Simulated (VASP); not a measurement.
Wanted: the native input for a VASP 6.6.1 run.

```
Task                   : single point
Functional             : r2SCAN
Potentials or basis    : VASP PAW PBE potentials, release 64 (Sn_d, Te)
Cutoff                 : 550 eV
k mesh                 : 4 × 4 × 4
Occupations            : fermi-dirac, width 0.02 eV
Spin                   : no spin polarisation
Dipole correction      : no
Further INCAR settings : ALGO = Normal; EDIFF = 1e-06; NBANDS = 17
```

The system is SnTe.

```
Sn Te
1.0
     0.00000    3.18933    3.18933
     3.18933    0.00000    3.18933
     3.18933    3.18933    0.00000
Sn Te
1 1
Cartesian
  0.0000 0.0000 0.0000
  3.1893 3.1893 3.1893
```

These files were run (other wordings do the same):

POSCAR

```
SnTe
1.0
    0.0000000000      3.1893301411      3.1893301411
    3.1893301411      0.0000000000      3.1893301411
    3.1893301411      3.1893301411      0.0000000000
Sn Te
1 1
Direct
    0.0000000000      0.0000000000      0.0000000000
    0.5000000000      0.5000000000      0.5000000000
```

INCAR.step1

```
PREC = Accurate ; ENCUT = 550
ISMEAR = -1 ; SIGMA = 0.02
LREAL = F ; LASPH = T
NELM = 120 ; NBANDS = 17
GGA = PE ; ALGO = Normal
EDIFF = 1E-5 ; LWAVE = T
LCHARG = F ; GGA_COMPAT = F
```

INCAR.step2

```
PREC = Accurate ; ENCUT = 550
EDIFF = 1E-6 ; ISMEAR = -1
SIGMA = 0.02 ; LREAL = F
LASPH = T ; NELM = 120
ALGO = Normal ; ISIF = 2
LWAVE = F ; LCHARG = F
METAGGA = R2SCAN ; LMIXTAU = T
NBANDS = 17 ; ISTART = 1
GGA_COMPAT = F
```

KPOINTS

```
regular mesh
0
Gamma
  4 4 4
```

Potentials or basis: VASP PAW PBE potentials, release 64 (Sn_d, Te).

Command:

```sh
$ cat potpaw_PBE.64/Sn_d/POTCAR potpaw_PBE.64/Te/POTCAR > POTCAR
$ cp INCAR.step1 INCAR
$ mpirun -np 1 vasp_std > vasp.out
$ cp INCAR.step2 INCAR
$ mpirun -np 1 vasp_std > vasp.out
```

It gave:

```yaml
Pressure: 0.0 GPa
Band_gap_on_the_k_mesh: 0.15 eV, direct
```

Caveat: the k points lie up to 0.43 Å⁻¹ apart; the PAW data sets were made with another functional, which shifts forces and pressure a little; spin-orbit coupling is left out, which moves the levels of the heavy elements.

Run time: 100 s on 1 thread of Intel Xeon 8259CL, with other jobs on the host, peak memory 0.22 GiB.
